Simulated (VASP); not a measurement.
# Ga2Te2O (P-3m1) in VASP: further runs

Ga2Te2O is run at these levels: PBE; tasks: single point, relaxation of cell and atoms.

Program: VASP 6.6.1. These are calculated values, not measurements. Logs are shortened: lines on timing, memory, paths and dates and some standing lists are left out, and cuts for length are marked.

**1. The cell of the first run**

Symmetry: P-3m1, No. 164, trigonal system. Conventional cell: a = 4.229 Å, b = 4.229 Å, c = 9.571 Å, α = 90.00°, β = 90.00°, γ = 120.00°. Ga (site symmetry 3m) has 1 O at 1.77 Å within 2.4 Å. Within 3.6 Å of Te (site symmetry 3m) lie 3 Ga at 2.71 Å. O (site symmetry -3m) has 2 Ga at 1.77 Å within 2.4 Å.

**2. Single point, PBE**

File INCAR:

```
PREC = Accurate
ENCUT = 520
EDIFF = 1E-7
ISMEAR = 0
SIGMA = 0.15
LREAL = F
LASPH = T
NELM = 80
ALGO = Normal
ISIF = 2
LWAVE = F
LCHARG = F
GGA = PE
NBANDS = 30
```

File KPOINTS:

```
Automatic mesh
0
Gamma
  3 3 2
```

File POSCAR:

```
Ga2Te2O
1.0
    4.2287183640      0.0000000000      0.0000000000
   -2.1143591820      3.6621775287      0.0000000000
    0.0000000000      0.0000000000      9.5707415720
Ga Te O
2 2 1
Direct
    0.0000000000      0.0000000000      0.1853113318
    0.0000000000      0.0000000000      0.8146886682
    0.6666666667      0.3333333333      0.6921792748
    0.3333333333      0.6666666667      0.3078207252
    0.0000000000      0.0000000000      0.0000000000
```

Potentials or basis: VASP PAW PBE potentials, release 64 (Ga_d, Te, O).

Command:

```bash
> cat potpaw_PBE.64/Ga_d/POTCAR potpaw_PBE.64/Te/POTCAR potpaw_PBE.64/O/POTCAR > POTCAR
> mpirun -np 1 vasp_std > vasp.out
```

OUTCAR:

```text
PREC = Accurate
   ENCUT = 520
   EDIFF = 1E-7
   ISMEAR = 0
   LREAL = F
   LASPH = T
   NELM = 80
   ISIF = 2
   GGA = PE

 ion  position               nearest neighbor table
   1  0.000  0.000  0.185-   5 1.77   4 2.71   4 2.71   4 2.71
   2  0.000  0.000  0.815-   5 1.77   3 2.71   3 2.71   3 2.71
   3  0.667  0.333  0.692-   2 2.71   2 2.71   2 2.71
   4  0.333  0.667  0.308-   1 2.71   1 2.71   1 2.71
   5  0.000  0.000  0.000-   1 1.77   2 1.77

  LATTYP: Found a hexagonal cell.
 ALAT       =     4.2287183640
 C/A-ratio  =     2.2632724027

  Lattice vectors:

 A1 = (   4.2287183640,   0.0000000000,   0.0000000000)
 A2 = (  -2.1143591820,   3.6621775287,   0.0000000000)
 A3 = (   0.0000000000,   0.0000000000,   9.5707415720)

Analysis of symmetry for initial positions (statically):
=====================================================================
 Subroutine PRICEL returns:
 Original cell was already a primitive cell.

 Routine SETGRP: Setting up the symmetry group for a
 hexagonal supercell.

 Subroutine GETGRP returns: Found 12 space group operations
 (whereof 12 operations were pure point group operations)
 out of a pool of 24 trial point group operations.

The static configuration has the point symmetry D_3d.

Analysis of symmetry for dynamics (positions and initial velocities):
=====================================================================
 Subroutine PRICEL returns:
 Original cell was already a primitive cell.

 Routine SETGRP: Setting up the symmetry group for a
 hexagonal supercell.

 Subroutine GETGRP returns: Found 12 space group operations
 (whereof 12 operations were pure point group operations)
 out of a pool of 24 trial point group operations.

The dynamic configuration has the point symmetry D_3d.

 Subroutine INISYM returns: Found 12 space group operations
 (whereof 12 operations are pure point group operations),
 and found     1 'primitive' translations

----------------------------------------------------------------------------------------

                                     Primitive cell

  volume of cell :     148.2155

[... 71 lines left out ...]
   LSORBIT =      F    spin-orbit coupling
   LASPH  =      T    aspherical Exc in radial PAW
   ENCUT  =  520.0 eV  38.22 Ry    6.18 a.u.   7.86  7.86 17.80*2*pi/ulx,y,z
   NELM   =     80;   NELMIN=  2; NELMDL= -5     # of ELM steps
   EDIFF  = 0.1E-06   stopping-criterion for ELM
   LREAL  =      F    real-space projection
   EDIFFG = 0.1E-05   stopping-criterion for IOM
   NSW    =      0    number of steps for IOM
   IBRION =     -1    ionic relax: 0-MD 1-quasi-New 2-CG
   NFREE  =      0    steps in history (QN), initial steepest desc. (CG)
   ISIF   =      2    stress and relaxation
   ISYM   =      2    0-nonsym 1-usesym 2-fastsym
   POTIM  = 0.5000    time-step for ionic-motion
   TEBEG  =    0.0;   TEEND  =   0.0 temperature during run
   PSTRESS=    0.0 pullay stress
   NELECT =      44.0000    total number of electrons
   NUPDOWN=      -1.0000    fix difference up-down
   EMIN   =  10.00;   EMAX   =-10.00  energy-range for DOS
   EFERMI =   0.00;   METHOD = LEGACY
   ISMEAR =     0;   SIGMA  =   0.15  broadening in eV -4-tet -1-fermi 0-gaus
   EFERMI_NEDOS =   21; number of points for ismear=-14 and -15
   IALGO  =     38    algorithm
   IMIX   =      4    mixing-type and parameters
     AMIX     =   0.40;   BMIX     =  1.00
     AMIX_MAG =   1.60;   BMIX_MAG =  1.00
  volume/ion in A,a.u.               =      29.64       200.04
  Fermi-wavevector in a.u.,A,eV,Ry     =   1.092097  2.063764 16.227335  1.192675
  Thomas-Fermi vector in A             =   2.228355
   LORBIT       =      0    0 simple, 1 ext, 2 COOP (PROOUT), +10 PAW based schemes
   GGA     = PE    functional components
   LHFCALC =     F    Hartree Fock is set to
   AEXX    =    0.0000 exact exchange contribution
   IVDW    =     0    specifies the selected vdW correction
   LEPSILON=     F    determine dielectric tensor
   LRPA    =     F    only Hartree local field effects (RPA)
 non-spin polarized calculation
 Gauss-broadening in eV      SIGMA  =   0.15
  energy-cutoff  :      520.00
  volume of cell :      148.22
 maximum number of plane-waves:      4013
 NGX is ok and might be reduce to    32
   NGX = 15   NGY = 15   NGZ = 35

 number of electron      44.0000003 magnetization

 Free energy of the ion-electron system (eV)
  ---------------------------------------------------
  ext. energy  EPLUGINS =         0.00000000
  ---------------------------------------------------
  free energy    TOTEN  =       -20.23734197 eV

  energy without entropy =      -20.23734196  energy(sigma->0) =      -20.23734197

 E-fermi :   2.7101     XC(G=0):  -8.2270

 val. band max:        2.1444921260   @ k =   0.0000   0.0000   0.0000
 cond. band min:       3.2617179515   @ k =   0.0000   0.0000   0.0000
 fundamental gap:      1.1172258255
 Fermi energy:         2.7101023673

 k-point     1 :       0.0000    0.0000    0.0000
  band No.  band energies     occupation
      1     -15.6716      2.00000
      2     -12.1999      2.00000
      3     -12.0142      2.00000
      4     -12.0142      2.00000
      5     -12.0138      2.00000
      6     -12.0138      2.00000
[... 187 lines left out ...]
     29       9.0600      0.00000
     30       9.0600      0.00000

------------------------ aborting loop because EDIFF is reached ----------------------------------------

  FORCE on cell =-STRESS in cart. coord.  units (eV):
  Direction    XX          YY          ZZ          XY          YZ          ZX
  --------------------------------------------------------------------------------------
  -------------------------------------------------------------------------------------
  Total        0.2174048      0.2174048      0.3075148     -0.0000000      0.0000000     -0.0000000
  in kB        2.3500979      2.3500979      3.3241667     -0.0000000      0.0000000     -0.0000000
  external PRESSURE =       2.6747875 kB  Pullay stress =       0.0000000 kB

 VOLUME and BASIS-vectors are now :
 -----------------------------------------------------------------------------
  energy-cutoff  :      520.00
  volume of cell :      148.22
      direct lattice vectors                 reciprocal lattice vectors
     4.228718364  0.000000000  0.000000000     0.236478269  0.136530792  0.000000000
    -2.114359182  3.662177529  0.000000000     0.000000000  0.273061585  0.000000000
     0.000000000  0.000000000  9.570741572     0.000000000  0.000000000  0.104485111

 POSITION                                       TOTAL-FORCE (eV/Angst)
 -----------------------------------------------------------------------------------
      0.00000      0.00000      1.77357        -0.000000      0.000000     -0.026169
      0.00000      0.00000      7.79717         0.000000     -0.000000      0.026169
      2.11436      1.22073      6.62467        -0.000000     -0.000000     -0.028673
     -0.00000      2.44145      2.94607        -0.000000      0.000000      0.028673
      0.00000      0.00000      0.00000        -0.000000      0.000000     -0.000000
 -----------------------------------------------------------------------------------
    total drift:                                0.000000     -0.000000      0.000000

  FREE ENERGIE OF THE ION-ELECTRON SYSTEM (eV)
  ---------------------------------------------------
  free  energy   TOTEN  =       -20.2373419731 eV

  energy  without entropy=      -20.2373419604  energy(sigma->0) =      -20.23734197
```

OSZICAR:

```text
N       E                     dE             d eps       ncg     rms          rms(c)
DAV:   1     0.338212023597E+03    0.33821E+03   -0.19515E+04   372   0.177E+03
DAV:   2     0.230252747052E+02   -0.31519E+03   -0.30119E+03   404   0.444E+02
DAV:   3    -0.210914976122E+02   -0.44117E+02   -0.43317E+02   444   0.133E+02
DAV:   4    -0.231113529411E+02   -0.20199E+01   -0.20130E+01   480   0.305E+01
DAV:   5    -0.231540275774E+02   -0.42675E-01   -0.42663E-01   406   0.425E+00    0.113E+01
DAV:   6    -0.202168705109E+02    0.29372E+01   -0.10231E+01   584   0.312E+01    0.505E+00
DAV:   7    -0.202837007189E+02   -0.66830E-01   -0.18258E+00   390   0.723E+00    0.331E+00
DAV:   8    -0.202608065464E+02    0.22894E-01   -0.51663E-01   520   0.480E+00    0.124E+00
DAV:   9    -0.202329537027E+02    0.27853E-01   -0.92636E-02   626   0.358E+00    0.448E-01
DAV:  10    -0.202361497804E+02   -0.31961E-02   -0.22053E-02   402   0.843E-01    0.198E-01
DAV:  11    -0.202374542662E+02   -0.13045E-02   -0.25701E-03   468   0.286E-01    0.152E-01
DAV:  12    -0.202374180521E+02    0.36214E-04   -0.29167E-03   608   0.452E-01    0.968E-02
DAV:  13    -0.202373552116E+02    0.62840E-04   -0.45349E-04   456   0.182E-01    0.612E-02
DAV:  14    -0.202373369458E+02    0.18266E-04   -0.28311E-04   522   0.888E-02    0.241E-02
DAV:  15    -0.202373419540E+02   -0.50082E-05   -0.24185E-05   442   0.399E-02    0.109E-02
DAV:  16    -0.202373426395E+02   -0.68552E-06   -0.30134E-06   436   0.100E-02    0.826E-03
DAV:  17    -0.202373419121E+02    0.72737E-06   -0.10664E-06   492   0.689E-03    0.396E-03
DAV:  18    -0.202373419731E+02   -0.60966E-07   -0.68643E-07   502   0.473E-03
   1 F= -.20237342E+02 E0= -.20237342E+02  d E =-.127002E-07
```

Wall time 35 s (1 thread of AMD EPYC 7R43 (Zen 3), shared host); peak memory 0.22 GiB.

What came out:

```
Free energy            : -20.2373 eV
Pressure               : 0.3 GPa
Largest force          : 0.029 eV/Å
Band gap on the k mesh : 1.12 eV
```

Forces in eV/Å, atoms in the order of the input:
```
Ga   0.000  0.000 -0.026
Ga   0.000  0.000  0.026
Te   0.000  0.000 -0.029
Te   0.000  0.000  0.029
O    0.000  0.000  0.000
```

Levels at points of the mesh, in eV from the valence-band top:
```
           k point  band 18  band 19  band 20  band 21  band 22  band 23  band 24  band 25  band 26  band 27
(0.00, 0.00, 0.00)    -0.80    -0.35    -0.35     0.00     0.00     1.12     1.94     4.28     4.38     4.38
(0.00, 0.00, 0.50)    -1.78    -0.28    -0.28    -0.07    -0.07     1.54     1.76     4.51     4.51     4.93
```

Caveat: the k points lie up to 0.57 Å⁻¹ apart; spin-orbit coupling is left out, which moves the levels of the heavy elements; an odd mesh through Γ misses points on the zone boundary, where band edges can lie; this functional lacks dispersion, which binds the layers, so the pressure and a relaxed spacing across them are unreliable.

(Part 1 of 2 ends here.)
